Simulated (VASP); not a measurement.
# LaC (P-6m2) in VASP: relaxation of shape and atoms at fixed volume with r2SCAN

Aim: the relaxation of shape and atoms at fixed volume of LaC with r2SCAN.

Everything below comes from runs of VASP 6.6.1. Logs are shortened: lines on timing, memory, paths and dates and some standing lists are left out, and cuts for length are marked.

### 1 The cell of the first run

Symmetry: P-6m2, No. 187, hexagonal system. Conventional cell: a = 3.798 Å, b = 3.798 Å, c = 3.223 Å, α = 90.00°, β = 90.00°, γ = 120.00°. Within 3.6 Å of La (site symmetry -6m2) lie 6 C at 2.72 Å and 2 La at 3.22 Å. C (site symmetry -6m2) has 6 La at 2.72 Å and 2 C at 3.22 Å within 3.6 Å.

### 2 Relaxation of shape and atoms at fixed volume, r2SCAN (20.13 Å³/atom)

Contents of POSCAR:

```
LaC
1.0
    3.7977206166      0.0000000000      0.0000000000
   -1.8988603083      3.2889225305      0.0000000000
    0.0000000000      0.0000000000      3.2227581244
La C
1 1
Direct
    0.0000000000      0.0000000000      0.0000000000
    0.6666666667      0.3333333333      0.5000000000
```

Contents of INCAR.step1:

```
SYSTEM = LaC
  ALGO = Normal
  EDIFF = 1E-4
  ENCUT = 600
  GGA = PE
  ISMEAR = 0
  LASPH = .TRUE.
  LCHARG = .FALSE.
  LREAL = .FALSE.
  LWAVE = .TRUE.
  NELM = 80
  PREC = Accurate
  SIGMA = 0.05
```

Contents of INCAR.step2:

```
SYSTEM = LaC
  ALGO = Normal
  EDIFF = 1E-6
  EDIFFG = -0.01
  ENCUT = 600
  IBRION = 2
  ISIF = 4
  ISMEAR = 0
  ISTART = 1
  LASPH = .TRUE.
  LCHARG = .FALSE.
  LMIXTAU = .TRUE.
  LREAL = .FALSE.
  LWAVE = .FALSE.
  METAGGA = R2SCAN
  NELM = 80
  NSW = 60
  PREC = Accurate
  SIGMA = 0.05
```

Contents of KPOINTS:

```
k-points
0
G
  10 10 10
  0 0 0
```

Potentials or basis: VASP PAW PBE potentials, release 64 (La, C).

On the command line:

```
$ cat potpaw_PBE.64/La/POTCAR potpaw_PBE.64/C/POTCAR > POTCAR
$ cp INCAR.step1 INCAR
$ mpirun -np 1 vasp_std > vasp.out
$ cp INCAR.step2 INCAR
$ mpirun -np 1 vasp_std > vasp.out
```

OUTCAR:

```text
SYSTEM = LaC
   EDIFF = 1E-6
   EDIFFG = -0.01
   ENCUT = 600
   IBRION = 2
   ISIF = 4
   ISMEAR = 0
   ISTART = 1
   LASPH = .TRUE.
   LREAL = .FALSE.
   METAGGA = R2SCAN
   NELM = 80
   NSW = 60
   PREC = Accurate

 ion  position               nearest neighbor table
   1  0.000  0.000  0.000-   2 2.72   2 2.72   2 2.72   2 2.72   2 2.72   2 2.72
   2  0.667  0.333  0.500-   1 2.72   1 2.72   1 2.72   1 2.72   1 2.72   1 2.72

  LATTYP: Found a hexagonal cell.
 ALAT       =     3.7977206166
 C/A-ratio  =     0.8486032675

  Lattice vectors:

 A1 = (   3.7977206166,   0.0000000000,   0.0000000000)
 A2 = (  -1.8988603083,   3.2889225305,   0.0000000000)
 A3 = (   0.0000000000,   0.0000000000,   3.2227581244)

Analysis of symmetry for initial positions (statically):
=====================================================================
 Subroutine PRICEL returns:
 Original cell was already a primitive cell.

 Routine SETGRP: Setting up the symmetry group for a
 hexagonal supercell.

 Subroutine GETGRP returns: Found 12 space group operations
 (whereof 12 operations were pure point group operations)
 out of a pool of 24 trial point group operations.

The static configuration has the point symmetry D_3h.

Analysis of symmetry for dynamics (positions and initial velocities):
=====================================================================
 Subroutine PRICEL returns:
 Original cell was already a primitive cell.

 Routine SETGRP: Setting up the symmetry group for a
 hexagonal supercell.

 Subroutine GETGRP returns: Found 12 space group operations
 (whereof 12 operations were pure point group operations)
 out of a pool of 24 trial point group operations.

The dynamic configuration has the point symmetry D_3h.

 Subroutine INISYM returns: Found 12 space group operations
 (whereof 12 operations are pure point group operations),
 and found     1 'primitive' translations

----------------------------------------------------------------------------------------

                                     Primitive cell

  volume of cell :      40.2536

  direct lattice vectors                    reciprocal lattice vectors
     3.797720617  0.000000000  0.000000000     0.263315842  0.152025472  0.000000000
    -1.898860308  3.288922530  0.000000000     0.000000000  0.304050944  0.000000000
     0.000000000  0.000000000  3.222758124     0.000000000  0.000000000  0.310293221

  length of vectors
     3.797720617  3.797720617  3.222758124     0.304050944  0.304050944  0.310293221

  position of ions in fractional coordinates (direct lattice)
     0.000000000  0.000000000  0.000000000
     0.666666667  0.333333333  0.500000000

  ion indices of the primitive-cell ions
   primitive index   ion index
                 1           1
                 2           2

----------------------------------------------------------------------------------------

 KPOINTS: k-points

Automatic generation of k-mesh.
 Grid dimensions read from file:
 generate k-points for:   10   10   10

 Generating k-lattice:

  Cartesian coordinates                     Fractional coordinates (reciprocal lattice)
     0.026331584  0.015202547  0.000000000     0.100000000  0.000000000  0.000000000
     0.000000000  0.030405094  0.000000000     0.000000000  0.100000000  0.000000000
     0.000000000  0.000000000  0.031029322     0.000000000  0.000000000  0.100000000

  Length of vectors
     0.030405094  0.030405094  0.031029322

  Shift w.r.t. Gamma in fractional coordinates (k-lattice)
     0.000000000  0.000000000  0.000000000

 Subroutine IBZKPT returns following result:
 ===========================================

 Found     84 irreducible k-points:

 Following reciprocal coordinates:
            Coordinates               Weight
  0.000000  0.000000  0.000000      1.000000
  0.100000 -0.000000  0.000000      6.000000
  0.200000 -0.000000  0.000000      6.000000
  0.300000 -0.000000  0.000000      6.000000
  0.400000 -0.000000  0.000000      6.000000
  0.500000  0.000000  0.000000      3.000000
[... 16 lines left out ...]
  0.300000  0.100000  0.100000     24.000000
  0.400000  0.100000  0.100000     24.000000
 [... further k-points ...]
   k-points           NKPTS =     84   k-points in BZ     NKDIM =     84   number of bands    NBANDS=     11
   number of dos      NEDOS =    301   number of ions     NIONS =      2
   total plane-waves  NPLWV =  25200
   dimension x,y,z NGX =    30 NGY =   30 NGZ =   28
   dimension x,y,z NGXF=    60 NGYF=   60 NGZF=   56
   ions per type =               1   1
   NGX,Y,Z   is equivalent  to a cutoff of  13.13, 13.13, 14.44 a.u.
   NGXF,Y,Z  is equivalent  to a cutoff of  26.27, 26.27, 28.89 a.u.
 SYSTEM =  LaC
   PREC   = accura    normal or accurate (medium, high low for compatibility)
   ISTART =      1    job   : 0-new  1-cont  2-samecut
   ICHARG =      0    charge: 1-file 2-atom 10-const
   ISPIN  =      1    spin polarized calculation?
   LNONCOLLINEAR =      F non collinear calculations
   LSORBIT =      F    spin-orbit coupling
   LASPH  =      T    aspherical Exc in radial PAW
   ENCUT  =  600.0 eV  44.10 Ry    6.64 a.u.   7.58  7.58  6.44*2*pi/ulx,y,z
   NELM   =     80;   NELMIN=  2; NELMDL=  0     # of ELM steps
   EDIFF  = 0.1E-05   stopping-criterion for ELM
   LREAL  =      F    real-space projection
   EDIFFG = -.1E-01   stopping-criterion for IOM
   NSW    =     60    number of steps for IOM
   IBRION =      2    ionic relax: 0-MD 1-quasi-New 2-CG
   NFREE  =      1    steps in history (QN), initial steepest desc. (CG)
   ISIF   =      4    stress and relaxation
   ISYM   =      2    0-nonsym 1-usesym 2-fastsym
   POTIM  = 0.5000    time-step for ionic-motion
   TEBEG  =    0.0;   TEEND  =   0.0 temperature during run
   PSTRESS=    0.0 pullay stress
   NELECT =      15.0000    total number of electrons
   NUPDOWN=      -1.0000    fix difference up-down
   EMIN   =  10.00;   EMAX   =-10.00  energy-range for DOS
   EFERMI =   0.00;   METHOD = LEGACY
   ISMEAR =     0;   SIGMA  =   0.05  broadening in eV -4-tet -1-fermi 0-gaus
   EFERMI_NEDOS =   21; number of points for ismear=-14 and -15
   IALGO  =     38    algorithm
   IMIX   =      4    mixing-type and parameters
     AMIX     =   0.40;   BMIX     =  1.00
     AMIX_MAG =   1.60;   BMIX_MAG =  1.00
  volume/ion in A,a.u.               =      20.13       135.82
  Fermi-wavevector in a.u.,A,eV,Ry     =   1.178068  2.226226 18.882776  1.387845
  Thomas-Fermi vector in A             =   2.314404
   LORBIT       =      0    0 simple, 1 ext, 2 COOP (PROOUT), +10 PAW based schemes
   METAGGA = R2SCAN    functional components
   LHFCALC =     F    Hartree Fock is set to
   AEXX    =    0.0000 exact exchange contribution
   IVDW    =     0    specifies the selected vdW correction
   LEPSILON=     F    determine dielectric tensor
   LRPA    =     F    only Hartree local field effects (RPA)
 conjugate gradient relaxation of ions
 non-spin polarized calculation
 Gauss-broadening in eV      SIGMA  =   0.05
  energy-cutoff  :      600.00
  volume of cell :       40.25
 maximum number of plane-waves:      1364
   NGX = 15   NGY = 15   NGZ = 13

--------------------------------------- Ionic step        1  -------------------------------------------

 number of electron      15.0000000 magnetization

 Free energy of the ion-electron system (eV)
  ---------------------------------------------------
  ext. energy  EPLUGINS =         0.00000000
  ---------------------------------------------------
  free energy    TOTEN  =       -38.79819778 eV

  energy without entropy =      -38.79557711  energy(sigma->0) =      -38.79688745

------------------------ aborting loop because EDIFF is reached ----------------------------------------

  FORCE on cell =-STRESS in cart. coord.  units (eV):
  Direction    XX          YY          ZZ          XY          YZ          ZX
  --------------------------------------------------------------------------------------
  -------------------------------------------------------------------------------------
  Total       -0.4006914     -0.4006914     -0.5690095     -0.0000000      0.0000000      0.0000000
  in kB      -15.9483687    -15.9483687    -22.6477854     -0.0000000      0.0000000      0.0000000
  external PRESSURE =     -18.1815076 kB  Pullay stress =       0.0000000 kB
[... 57 lines left out ...]
  energy  without entropy=      -38.7956870280  energy(sigma->0) =      -38.79712192

--------------------------------------- Ionic step        3  -------------------------------------------

 number of electron      15.0000000 magnetization

 Free energy of the ion-electron system (eV)
  ---------------------------------------------------
  ext. energy  EPLUGINS =         0.00000000
  ---------------------------------------------------
  free energy    TOTEN  =       -38.79876235 eV

  energy without entropy =      -38.79571721  energy(sigma->0) =      -38.79723978

 E-fermi :   7.6285     XC(G=0): -10.9556

 val. band max:        7.6126981193   @ k =   0.3000   0.1000   0.0000
 cond. band min:       7.6353547679   @ k =   0.4000   0.1000   0.2000
 fundamental gap:      0.0226566486
 Fermi energy:         7.6285340118

 k-point     1 :       0.0000    0.0000    0.0000
  band No.  band energies     occupation
      1     -25.3592      2.00000
      2      -8.1517      2.00000
      3      -8.1517      2.00000
      4      -7.5033      2.00000
      5      -2.0553      2.00000
      6       6.5057      2.00000
      7       6.5057      2.00000
      8       7.8008      0.00000
      9       9.1176      0.00000
     10      10.0837      0.00000
     11      10.9950      0.00000
[... 309 lines left out ...]
 k-point    24 :       0.4000    0.1000    0.1000
  band No.  band energies     occupation
      1     -25.1929      2.00000
      2      -9.4018      2.00000
      3      -8.4688      2.00000
      4      -7.6398      2.00000
      5      -0.6869      2.00000
      6       5.7513      2.00000
      7       7.4782      1.99998
      8       7.7676      0.00008
      9       9.0328      0.00000
     10      10.7717      0.00000
     11      11.0029      0.00000

 [... further k-points ...]

------------------------ aborting loop because EDIFF is reached ----------------------------------------

  FORCE on cell =-STRESS in cart. coord.  units (eV):
  Direction    XX          YY          ZZ          XY          YZ          ZX
  --------------------------------------------------------------------------------------
  -------------------------------------------------------------------------------------
  Total       -0.4182603     -0.4182603     -0.4338442      0.0000000     -0.0000000      0.0000000
  in kB      -16.6476483    -16.6476483    -17.2679204      0.0000000     -0.0000000      0.0000000
  external PRESSURE =     -16.8544056 kB  Pullay stress =       0.0000000 kB
[... 17 lines left out ...]
  FREE ENERGIE OF THE ION-ELECTRON SYSTEM (eV)
  ---------------------------------------------------
  free  energy   TOTEN  =       -38.7987623516 eV

  energy  without entropy=      -38.7957172139  energy(sigma->0) =      -38.79723978

 reached required accuracy - stopping structural energy minimisation
```

Wall time 13 min (1 thread of Intel Xeon 8259CL, shared host); peak memory 0.23 GiB.

Results:

* Free energy: -38.7988 eV
* Energy gained by relaxing: 0.3 meV/atom
* Ionic steps: 3
* Pressure after relaxing: -1.7 GPa
* Band gap on the k mesh: zero (an odd number of electrons rules out a gap without spin polarisation)

Step by step:
```
step  energy change (eV)  largest force (eV/Å)  pressure (GPa)  volume (Å³)
   1              0.0000                0.0000           -1.82        40.25
   2             -0.0004                0.0000           -1.75        40.25
   3             -0.0006                0.0000           -1.69        40.25
```

Final structure:
```yaml
crystal:
  lattice:
    - [3.80940, 0.00000, 0.00000]
    - [-1.90470, 3.29904, 0.00000]
    - [0.00000, 0.00000, 3.20302]
  atoms:
    - { symbol: La, position: [0.00000, 0.00000, 0.00000] }
    - { symbol: C, position: [0.66667, 0.33333, 0.50000] }
```

Caveat: the PAW data sets were made with another functional, which shifts forces and pressure a little; spin-orbit coupling is left out, which moves the levels of the heavy elements; an odd number of electrons without spin polarisation forces a metal; a magnetic or distorted state may lie lower.

The gap in the log of VASP goes by the Fermi energy; the results here count the filled bands.